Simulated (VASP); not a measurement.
Here is a VASP 6.6.1 calculation.

Contents of INCAR:

```
SYSTEM = NaCl
PREC = Accurate
ENCUT = 520
EDIFF = 1E-6
ISMEAR = -1
SIGMA = 0.05
LREAL = .FALSE.
LASPH = .TRUE.
NELM = 100
ALGO = Normal
ISIF = 2
LWAVE = .FALSE.
LCHARG = .FALSE.
GGA = PS
NBANDS = 14
```

KPOINTS

```
Automatic mesh
0
G
  8 8 8
  0 0 0
```

Contents of POSCAR:

```
NaCl
1.0
    0.0000000000      2.7563009776      2.7563009776
    2.7563009776      0.0000000000      2.7563009776
    2.7563009776      2.7563009776      0.0000000000
Cl Na
1 1
Direct
    0.5000000000      0.5000000000      0.5000000000
    0.0000000000      0.0000000000      0.0000000000
```

Potentials or basis: VASP PAW PBE potentials, release 64 (Cl, Na_pv).

The run is started by

```bash
$ cat potpaw_PBE.64/Cl/POTCAR potpaw_PBE.64/Na_pv/POTCAR > POTCAR
$ mpirun -np 1 vasp_std > vasp.out
```

Question: Predict the band gap on the k mesh.

Answer: 5.19 eV, direct.

Question: What does it give for the pressure?

Answer: 1.4 GPa.

Caveat: the PAW data sets were made with another functional, which shifts forces and pressure a little. Expect the measured gap to be larger: semilocal functionals such as PBEsol lack the derivative discontinuity.
